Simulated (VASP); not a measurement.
# KMgF3 in VASP: further runs, part 3 of 3

VASP 6.6.1.

## Step 4: Single point, PBEsol (strain -0.030 along x and y, -0.015 along z)

INCAR reads:

```
SYSTEM = KMgF3
PREC = Accurate ; ENCUT = 520
EDIFF = 1E-6 ; ISMEAR = 0
SIGMA = 0.05 ; LREAL = .FALSE.
LASPH = .TRUE. ; NELM = 100
ALGO = Normal ; ISIF = 2
LWAVE = .FALSE. ; LCHARG = .FALSE.
GGA = PS ; NBANDS = 24
```

KPOINTS reads:

```
Automatic mesh
0
G
  6 6 6
  0 0 0
```

POSCAR reads:

```
KMgF3
1.0
    3.8663230000      0.0000000000      0.0000000000
    0.0000000000      3.8663230000      0.0000000000
    0.0000000000      0.0000000000      3.9261115000
K Mg F
1 1 3
Direct
    0.5000000000      0.5000000000      0.5000000000
    0.0000000000      0.0000000000      0.0000000000
    0.5000000000      0.0000000000      0.0000000000
    0.0000000000      0.5000000000      0.0000000000
    0.0000000000      0.0000000000      0.5000000000
```

Potentials or basis: VASP PAW PBE potentials, release 64 (K_sv, Mg, F).

Started as:

```sh
> cat potpaw_PBE.64/K_sv/POTCAR potpaw_PBE.64/Mg/POTCAR potpaw_PBE.64/F/POTCAR > POTCAR
> mpirun -np 1 vasp_std > vasp.out
```

OUTCAR:

```text
SYSTEM = KMgF3
   PREC = Accurate
   ENCUT = 520
   EDIFF = 1E-6
   ISMEAR = 0
   LREAL = .FALSE.
   LASPH = .TRUE.
   NELM = 100
   ISIF = 2
   GGA = PS

 ion  position               nearest neighbor table
   1  0.500  0.500  0.500-   5 2.73   5 2.73   5 2.73   5 2.73   4 2.76   3 2.76   4 2.76   3 2.76
                             4 2.76   3 2.76   4 2.76   3 2.76   2 3.37   2 3.37   2 3.37   2 3.37
   2  0.000  0.000  0.000-   3 1.93   4 1.93   4 1.93   3 1.93   5 1.96   5 1.96   1 3.37   1 3.37
                             1 3.37   1 3.37   1 3.37   1 3.37   1 3.37   1 3.37
   3  0.500  0.000  0.000-   2 1.93   2 1.93   1 2.76   1 2.76   1 2.76   1 2.76
   4  0.000  0.500  0.000-   2 1.93   2 1.93   1 2.76   1 2.76   1 2.76   1 2.76
   5  0.000  0.000  0.500-   2 1.96   2 1.96   1 2.73   1 2.73   1 2.73   1 2.73

  LATTYP: Found a simple tetragonal cell.
 ALAT       =     3.8663230000
 C/A-ratio  =     1.0154639175

  Lattice vectors:

 A1 = (   3.8663230000,   0.0000000000,   0.0000000000)
 A2 = (   0.0000000000,   3.8663230000,   0.0000000000)
 A3 = (   0.0000000000,   0.0000000000,   3.9261115000)

Analysis of symmetry for initial positions (statically):
=====================================================================
 Subroutine PRICEL returns:
 Original cell was already a primitive cell.

 Routine SETGRP: Setting up the symmetry group for a
 simple tetragonal supercell.

 Subroutine GETGRP returns: Found 16 space group operations
 (whereof 16 operations were pure point group operations)
 out of a pool of 16 trial point group operations.

The static configuration has the point symmetry D_4h.

Analysis of symmetry for dynamics (positions and initial velocities):
=====================================================================
 Subroutine PRICEL returns:
 Original cell was already a primitive cell.

 Routine SETGRP: Setting up the symmetry group for a
 simple tetragonal supercell.

 Subroutine GETGRP returns: Found 16 space group operations
 (whereof 16 operations were pure point group operations)
 out of a pool of 16 trial point group operations.

The dynamic configuration has the point symmetry D_4h.

 Subroutine INISYM returns: Found 16 space group operations
 (whereof 16 operations are pure point group operations),
 and found     1 'primitive' translations

----------------------------------------------------------------------------------------

                                     Primitive cell

  volume of cell :      58.6893

  direct lattice vectors                    reciprocal lattice vectors
     3.866323000  0.000000000  0.000000000     0.258643678  0.000000000  0.000000000
     0.000000000  3.866323000  0.000000000     0.000000000  0.258643678  0.000000000
     0.000000000  0.000000000  3.926111500     0.000000000  0.000000000  0.254704942

  length of vectors
     3.866323000  3.866323000  3.926111500     0.258643678  0.258643678  0.254704942

  position of ions in fractional coordinates (direct lattice)
     0.500000000  0.500000000  0.500000000
     0.000000000  0.000000000  0.000000000
     0.500000000  0.000000000  0.000000000
     0.000000000  0.500000000  0.000000000
     0.000000000  0.000000000  0.500000000

  ion indices of the primitive-cell ions
   primitive index   ion index
                 1           1
                 2           2
[... 33 lines left out ...]
  0.166667  0.000000  0.000000      4.000000
  0.333333  0.000000  0.000000      4.000000
  0.500000  0.000000  0.000000      2.000000
  0.166667  0.166667  0.000000      4.000000
  0.333333  0.166667  0.000000      8.000000
[... 16 lines left out ...]
  0.333333  0.000000  0.333333      8.000000
  0.500000  0.000000  0.333333      4.000000
 [... further k-points ...]
   k-points           NKPTS =     40   k-points in BZ     NKDIM =     40   number of bands    NBANDS=     24
   number of dos      NEDOS =    301   number of ions     NIONS =      5
   total plane-waves  NPLWV =  27000
   dimension x,y,z NGX =    30 NGY =   30 NGZ =   30
   dimension x,y,z NGXF=    60 NGYF=   60 NGZF=   60
   ions per type =               1   1   3
   NGX,Y,Z   is equivalent  to a cutoff of  12.90, 12.90, 12.70 a.u.
   NGXF,Y,Z  is equivalent  to a cutoff of  25.80, 25.80, 25.41 a.u.
 SYSTEM =  KMgF3
   PREC   = accura    normal or accurate (medium, high low for compatibility)
   ISTART =      0    job   : 0-new  1-cont  2-samecut
   ICHARG =      2    charge: 1-file 2-atom 10-const
   ISPIN  =      1    spin polarized calculation?
   LNONCOLLINEAR =      F non collinear calculations
   LSORBIT =      F    spin-orbit coupling
   LASPH  =      T    aspherical Exc in radial PAW
   ENCUT  =  520.0 eV  38.22 Ry    6.18 a.u.   7.19  7.19  7.30*2*pi/ulx,y,z
   NELM   =    100;   NELMIN=  2; NELMDL= -5     # of ELM steps
   EDIFF  = 0.1E-05   stopping-criterion for ELM
   LREAL  =      F    real-space projection
   EDIFFG = 0.1E-04   stopping-criterion for IOM
   NSW    =      0    number of steps for IOM
   IBRION =     -1    ionic relax: 0-MD 1-quasi-New 2-CG
   NFREE  =      0    steps in history (QN), initial steepest desc. (CG)
   ISIF   =      2    stress and relaxation
   ISYM   =      2    0-nonsym 1-usesym 2-fastsym
   POTIM  = 0.5000    time-step for ionic-motion
   TEBEG  =    0.0;   TEEND  =   0.0 temperature during run
   PSTRESS=    0.0 pullay stress
   NELECT =      32.0000    total number of electrons
   NUPDOWN=      -1.0000    fix difference up-down
   EMIN   =  10.00;   EMAX   =-10.00  energy-range for DOS
   EFERMI =   0.00;   METHOD = LEGACY
   ISMEAR =     0;   SIGMA  =   0.05  broadening in eV -4-tet -1-fermi 0-gaus
   EFERMI_NEDOS =   21; number of points for ismear=-14 and -15
   IALGO  =     38    algorithm
   IMIX   =      4    mixing-type and parameters
     AMIX     =   0.40;   BMIX     =  1.00
     AMIX_MAG =   1.60;   BMIX_MAG =  1.00
  volume/ion in A,a.u.               =      11.74        79.21
  Fermi-wavevector in a.u.,A,eV,Ry     =   1.337432  2.527381 24.337089  1.788726
  Thomas-Fermi vector in A             =   2.465982
   LORBIT       =      0    0 simple, 1 ext, 2 COOP (PROOUT), +10 PAW based schemes
   GGA     = PS    functional components
   LHFCALC =     F    Hartree Fock is set to
   AEXX    =    0.0000 exact exchange contribution
   IVDW    =     0    specifies the selected vdW correction
   LEPSILON=     F    determine dielectric tensor
   LRPA    =     F    only Hartree local field effects (RPA)
 non-spin polarized calculation
 Gauss-broadening in eV      SIGMA  =   0.05
  energy-cutoff  :      520.00
  volume of cell :       58.69
 maximum number of plane-waves:      1612
 NGX is ok and might be reduce to    30
   NGX = 15   NGY = 15   NGZ = 15

 number of electron      32.0000011 magnetization

 Free energy of the ion-electron system (eV)
  ---------------------------------------------------
  ext. energy  EPLUGINS =         0.00000000
  ---------------------------------------------------
  free energy    TOTEN  =       -25.16058229 eV

  energy without entropy =      -25.16058229  energy(sigma->0) =      -25.16058229

 E-fermi :  -0.9771     XC(G=0): -10.3446

 val. band max:       -1.2927155326   @ k =   0.5000   0.5000   0.5000
 cond. band min:       6.4030716606   @ k =   0.0000   0.0000   0.0000
 fundamental gap:      7.6957871932
 Fermi energy:        -0.9770524926

 k-point     1 :       0.0000    0.0000    0.0000
  band No.  band energies     occupation
      1     -26.6447      2.00000
      2     -21.5307      2.00000
      3     -20.7698      2.00000
      4     -20.7314      2.00000
      5     -10.2363      2.00000
      6     -10.2157      2.00000
[... 637 lines left out ...]
     23      13.5180      0.00000
     24      14.1473      0.00000

 [... further k-points ...]

------------------------ aborting loop because EDIFF is reached ----------------------------------------

  FORCE on cell =-STRESS in cart. coord.  units (eV):
  Direction    XX          YY          ZZ          XY          YZ          ZX
  --------------------------------------------------------------------------------------
  -------------------------------------------------------------------------------------
  Total        2.6961569      2.6961569      1.9217914      0.0000000     -0.0000000      0.0000000
  in kB       73.6032246     73.6032246     52.4635824      0.0000000     -0.0000000      0.0000000
  external PRESSURE =      66.5566772 kB  Pullay stress =       0.0000000 kB

 VOLUME and BASIS-vectors are now :
 -----------------------------------------------------------------------------
  energy-cutoff  :      520.00
  volume of cell :       58.69
      direct lattice vectors                 reciprocal lattice vectors
     3.866323000  0.000000000  0.000000000     0.258643678  0.000000000  0.000000000
     0.000000000  3.866323000  0.000000000     0.000000000  0.258643678  0.000000000
     0.000000000  0.000000000  3.926111500     0.000000000  0.000000000  0.254704942

 POSITION                                       TOTAL-FORCE (eV/Angst)
 -----------------------------------------------------------------------------------
      1.93316      1.93316      1.96306         0.000000      0.000000      0.000000
      0.00000      0.00000      0.00000         0.000000      0.000000      0.000000
      1.93316      0.00000      0.00000         0.000000      0.000000      0.000000
      0.00000      1.93316      0.00000         0.000000      0.000000      0.000000
      0.00000      0.00000      1.96306         0.000000      0.000000      0.000000
 -----------------------------------------------------------------------------------
    total drift:                                0.000000     -0.000000      0.000000

  FREE ENERGIE OF THE ION-ELECTRON SYSTEM (eV)
  ---------------------------------------------------
  free  energy   TOTEN  =       -25.1605822877 eV

  energy  without entropy=      -25.1605822877  energy(sigma->0) =      -25.16058229
```

stdout:

```text
POSCAR found type information on POSCAR K MgF
 POSCAR found :  3 types and       5 ions
 scaLAPACK will be used
 -----------------------------------------------------------------------------
|                                                                             |
|                                                                             |
|     You enforced a specific xc type in the INCAR file but a different       |
|     I HOPE YOU KNOW WHAT YOU ARE DOING!                                     |
|                                                                             |
 -----------------------------------------------------------------------------

 LDA part: xc-table for (Slater+PW92), standard interpolation
 POSCAR, INCAR and KPOINTS ok, starting setup
 FFT: planning ... GRIDC
 FFT: planning ... GRID_SOFT
 FFT: planning ... GRID
 WAVECAR not read
 entering main loop
```

Run time: 82 s. Hardware: 1 thread of Intel Xeon Platinum 8259CL at 2.50GHz (Skylake/Cascade Lake), shared host; peak memory 0.2 GiB.

What came out:

| Item | Value |
| --- | --- |
| Free energy | -25.1606 eV |
| Pressure | 6.7 GPa |
| Band gap on the k mesh | 7.70 eV (least direct gap 8.03 eV) |

Caveat: the cell differs from its parent crystal (strain -0.030 along x and y, -0.015 along z); the cell stands under pressure; the PAW data sets were made with another functional, which shifts forces and pressure a little. A k mesh can miss the band edges.

## Step 5: Single point, PBEsol (strain -0.030 along x and y, +0.000 along z)

INCAR reads:

```
  PREC = Accurate
  ENCUT = 520
  EDIFF = 1E-7
  ISMEAR = 0
  SIGMA = 0.05
  LREAL = F
  LASPH = T
  NELM = 60
  ALGO = Normal
  ISIF = 2
  LWAVE = F
  LCHARG = F
  GGA = PS
  NBANDS = 24
```

KPOINTS reads:

```
Automatic mesh
0
Gamma
  6 6 6
```

POSCAR, as its differences from that of step 4:

```diff
@@ -4,3 +4,3 @@
     0.0000000000      3.8663230000      0.0000000000
-    0.0000000000      0.0000000000      3.9261115000
+    0.0000000000      0.0000000000      3.9859000000
 K Mg F
```

Started as:

```sh
> cat potpaw_PBE.64/K_sv/POTCAR potpaw_PBE.64/Mg/POTCAR potpaw_PBE.64/F/POTCAR > POTCAR
> mpirun -np 1 vasp_std > vasp.out
```

It took 61 s on 1 thread of Intel Xeon Platinum 8259CL at 2.50GHz (Skylake/Cascade Lake), shared host; peak memory 0.2 GiB.

It converged, with:

```
Free energy            : -25.1845 eV
Pressure               : 5.2 GPa
Band gap on the k mesh : 7.56 eV (least direct gap 7.91 eV)
```

Stress tensor (GPa, compression positive):
```
6.54 0.00 0.00
0.00 6.54 0.00
0.00 0.00 2.67
```

Levels at points of the mesh, in eV from the valence-band top:
```tsv
k point	band 12	band 13	band 14	band 15	band 16	band 17	band 18	band 19	band 20	band 21
(0.00, 0.00, 0.00)	-0.70	-0.70	-0.35	-0.34	-0.34	7.56	9.91	10.06	12.18	12.18
(0.50, 0.00, 0.00)	-1.04	-1.01	-1.01	-0.60	-0.59	10.35	10.91	11.22	12.86	12.91
(0.50, 0.50, 0.00)	-1.27	-1.25	-0.88	-0.88	-0.02	11.16	11.97	12.85	12.85	13.09
(0.00, 0.00, 0.50)	-1.02	-0.87	-0.87	-0.59	-0.59	10.24	10.85	10.98	13.01	13.01
(0.50, 0.00, 0.50)	-1.20	-1.12	-1.04	-1.03	-0.07	11.12	11.80	12.92	13.01	13.05
(0.50, 0.50, 0.50)	-1.25	-1.17	-0.04	-0.04	0.00	10.51	10.51	10.52	14.01	14.44
```

Caveat: the cell differs from its parent crystal (strain -0.030 along x and y, +0.000 along z); the cell stands under pressure; the PAW data sets were made with another functional, which shifts forces and pressure a little. A k mesh can miss the band edges.

## Step 6: The runs side by side

| cell | gap on the mesh (eV) | pressure (GPa) |
| --- | --- | --- |
| a = 4.046 Å, 5 atoms | 6.80 | -3.1 |
| a = 4.105 Å, 5 atoms | 6.50 | -5.5 |
| a = 3.866, b = 3.866, c = 3.926 Å, 5 atoms | 7.70 | 6.7 |
| a = 3.866, b = 3.866, c = 3.986 Å, 5 atoms | 7.56 | 5.2 |

Alike in all rows: task single point; level PBEsol; potentials or basis VASP PAW PBE potentials, release 64 (K_sv, Mg, F); no spin polarisation; k mesh 6 × 6 × 6; cutoff (eV) 520; smearing gaussian 0.05 eV.

Caveats: the PAW data sets were made with another functional, which shifts forces and pressure a little; the cell stands under tension (at least some runs); the cell stands under pressure (at least some runs).

Absolute energies hang on the potentials; compare differences alone.
